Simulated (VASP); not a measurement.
Here is a VASP 6.6.1 calculation.

File INCAR:

```
SYSTEM = SiC
PREC = Accurate
ENCUT = 600
EDIFF = 1E-6
ISMEAR = 0
SIGMA = 0.01
LREAL = .FALSE.
LASPH = .TRUE.
NELM = 120
ALGO = Normal
ISIF = 2
LWAVE = .FALSE.
LCHARG = .FALSE.
GGA = PE
NBANDS = 11
GGA_COMPAT = .FALSE.
```

The input KPOINTS:

```
regular mesh
0
G
  10 10 10
  0 0 0
```

File POSCAR:

```
SiC
1.0
    0.0000000000      2.1898722361      2.1898722361
    2.1898722361      0.0000000000      2.1898722361
    2.1898722361      2.1898722361      0.0000000000
Si C
1 1
Direct
    0.0000000000      0.0000000000      0.0000000000
    0.2500000000      0.2500000000      0.2500000000
```

Potentials or basis: VASP PAW PBE potentials, release 64 (Si, C).

Command:

```console
$ cat potpaw_PBE.64/Si/POTCAR potpaw_PBE.64/C/POTCAR > POTCAR
$ mpirun -np 1 vasp_std > vasp.out
```

Q: Estimate the pressure.

A: -0.2 GPa.

Q: Predict the band gap on the k mesh.

A: 1.37 eV, indirect (least direct gap 4.53 eV).

A k mesh can miss the band edges. Expect the measured gap to be larger: semilocal functionals such as PBE lack the derivative discontinuity.
